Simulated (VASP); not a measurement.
HfC:

```xyz
4
Lattice="3.3429 0.0000 0.0000 -1.6714 2.8950 0.0000 0.0000 0.0000 5.2027" Properties=species:S:1:pos:R:3 pbc="T T T"
Hf    1.6714    0.9650    3.9020
Hf    0.0000    1.9300    1.3007
C     0.0000    0.0000    0.0000
C     0.0000    0.0000    2.6014
```

Base run:

* Program: VASP 6.6.1
* Functional: BLYP
* Potentials or basis: VASP PAW PBE potentials, release 64 (Hf_pv, C)
* Cutoff: 520 eV
* k mesh: 9 × 9 × 5
* Occupations: fermi-dirac, width 0.1 eV
* Spin: no spin polarisation

Its results: band gap on the k mesh zero (band 14 reaches 8.01 eV, above the bottom of band 15 at 6.83 eV); pressure 6.7 GPa.

Problem. The run is repeated on the same cell with these changes: functional from BLYP to LDA; potentials or basis from VASP PAW PBE potentials, release 64 (Hf_pv, C) to VASP PAW LDA potentials, release 64 (Hf_pv, C). What comes out?

Solution. Band gap on the k mesh zero (band 14 reaches 7.27 eV, above the bottom of band 15 at 6.21 eV); pressure -12.4 GPa.

Caveats: spin-orbit coupling is left out, which moves the levels of the heavy elements; the PAW data sets were made with another functional, which shifts forces and pressure a little (some runs).
